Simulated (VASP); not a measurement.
In: single point with PBE

In:

```
CELL_PARAMETERS angstrom
3.01129 0.00000 0.00000
0.00000 5.06413 0.00000
0.00000 0.00000 6.14034
ATOMIC_POSITIONS crystal
In 0.00000 0.00000 0.25585
In 0.00000 0.00000 0.74415
In 0.00000 0.50000 0.00000
```

* Program: VASP 6.6.1
* Task: single point
* Functional: PBE
* Potentials or basis: VASP PAW PBE potentials, release 64 (In_d)
* Cutoff: 520 eV
* k mesh: 6 × 4 × 4
* Occupations: gaussian, width 0.1 eV
* Spin: no spin polarisation

```yaml
Pressure: 3.0 GPa
Largest_force: 0.432 eV/Å
```

Forces on the atoms (eV/Å):
```
In   0.000  0.000  0.432
In   0.000  0.000 -0.432
In   0.000  0.000  0.000
```

Stress tensor (GPa, compression positive):
```
2.57 0.00 0.00
0.00 3.06 0.00
0.00 0.00 3.36
```

Levels at points of the mesh, in eV from the Fermi level:
| k point | band 18 | band 19 | band 20 | band 21 | band 22 | band 23 |
| --- | --- | --- | --- | --- | --- | --- |
| (0.00, 0.00, 0.00) | -4.43 | -2.21 | -1.11 | 2.22 | 2.50 | 4.35 |
| (0.50, 0.00, 0.00) | -0.88 | -0.80 | 0.24 | 0.59 | 0.63 | 2.48 |
| (0.00, 0.50, 0.00) | -3.94 | -2.86 | -1.53 | 1.09 | 5.72 | 6.43 |
| (0.50, 0.50, 0.00) | -2.26 | -1.30 | 0.02 | 0.23 | 0.45 | 1.43 |
| (0.00, 0.00, 0.50) | -2.50 | -1.79 | 0.46 | 0.60 | 2.36 | 2.75 |
| (0.50, 0.00, 0.50) | -2.81 | -1.41 | 1.05 | 1.55 | 1.88 | 3.47 |
| (0.00, 0.50, 0.50) | -6.49 | -2.55 | 2.05 | 2.29 | 4.28 | 4.90 |
| (0.50, 0.50, 0.50) | -2.68 | -1.26 | -1.24 | -1.19 | 0.51 | 4.14 |

Wall time 42 s on 1 thread of Intel(R) Xeon(R) 6975P-C (Granite Rapids) (shared host), peak memory 0.22 GiB.

Caveat: spin-orbit coupling is left out, which moves the levels of the heavy elements.
